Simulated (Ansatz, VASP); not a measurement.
# Si3N4 in VASP and in Ansatz

File INCAR:

```
ALGO = Normal
EDIFF = 1E-7
EDIFFG = -0.001
ENCUT = 600
GGA = PE
IBRION = 2
ISIF = 3
ISMEAR = 0
LASPH = True
LCHARG = False
LREAL = False
LWAVE = False
NELM = 100
NSW = 80
PREC = Accurate
SIGMA = 0.01
```

The input KPOINTS:

```
k-points
0
Gamma
  6 6 6
```

The input POSCAR:

```
Si3N4
1.0
    0.0000000000      3.8946186203      3.8946186203
    3.8946186203      0.0000000000      3.8946186203
    3.8946186203      3.8946186203      0.0000000000
Si N
6 8
Direct
    0.1250000000      0.1250000000      0.6250000000
    0.1250000000      0.6250000000      0.1250000000
    0.6250000000      0.1250000000      0.1250000000
    0.1250000000      0.1250000000      0.1250000000
    0.7500000000      0.7500000000      0.7500000000
    0.5000000000      0.5000000000      0.5000000000
    0.3675422905      0.3675422905      0.3675422905
    0.3526268716      0.8824577095      0.8824577095
    0.8824577095      0.8824577095      0.3526268716
    0.8824577095      0.3526268716      0.8824577095
    0.3675422905      0.3675422905      0.8973731284
    0.3675422905      0.8973731284      0.3675422905
    0.8824577095      0.8824577095      0.8824577095
    0.8973731284      0.3675422905      0.3675422905
```

Input for Ansatz:

```yaml
crystal:
  lattice:
    - [0.0, 3.8946186204, 3.8946186204]
    - [3.8946186204, 0.0, 3.8946186204]
    - [3.8946186204, 3.8946186204, 0.0]
  atoms:
    - { symbol: Si, position: [0.125, 0.125, 0.625] }
    - { symbol: Si, position: [0.125, 0.625, 0.125] }
    - { symbol: Si, position: [0.625, 0.125, 0.125] }
    - { symbol: Si, position: [0.125, 0.125, 0.125] }
    - { symbol: Si, position: [0.75, 0.75, 0.75] }
    - { symbol: Si, position: [0.5, 0.5, 0.5] }
    - { symbol: "N", position: [0.3675422919, 0.3675422919, 0.3675422919] }
    - { symbol: "N", position: [0.3526268756, 0.8824577081, 0.8824577081] }
    - { symbol: "N", position: [0.8824577081, 0.8824577081, 0.3526268756] }
    - { symbol: "N", position: [0.8824577081, 0.3526268756, 0.8824577081] }
    - { symbol: "N", position: [0.3675422919, 0.3675422919, 0.8973731244] }
    - { symbol: "N", position: [0.3675422919, 0.8973731244, 0.3675422919] }
    - { symbol: "N", position: [0.8824577081, 0.8824577081, 0.8824577081] }
    - { symbol: "N", position: [0.8973731244, 0.3675422919, 0.3675422919] }
basis:
  ecutwfc: 420
kpoints:
  mp_grid: { grid: [6, 6, 6] }
hamiltonian:
  xc: pbe
scf:
  occupations: { method: fixed }
output:
  forces: true
  stress: true
  eigenvalues: true
relax:
  adjacent_minimum: "off"
  f_tol: 0.001
  max_steps: 60
  cell: { stress_tol: 0.01 }
```

Alike in both runs: task relaxation of cell and atoms; functional PBE; k mesh 6 × 6 × 6; no spin polarisation.

|  | VASP | Ansatz |
| --- | --- | --- |
| version | VASP 6.6.1 | Ansatz 0.2.0 |
| potentials or method | VASP PAW PBE potentials, release 64 (Si, N), cutoff 600 eV | scalar-relativistic, plane waves, PAW |
| occupations | gaussian, width 0.01 eV | fixed |
| valence electrons in the cell | 64 | 64 |

```tsv
	VASP	Ansatz	Ansatz less VASP
gap on the k mesh at the Fermi level, each at its own relaxed structure (eV)	3.34	3.34	+0.007
relaxed volume (Å³/atom)	8.43	8.44	+0.009
relaxed cell length with the largest relative difference (Å)	5.506	5.508	+0.0020
```
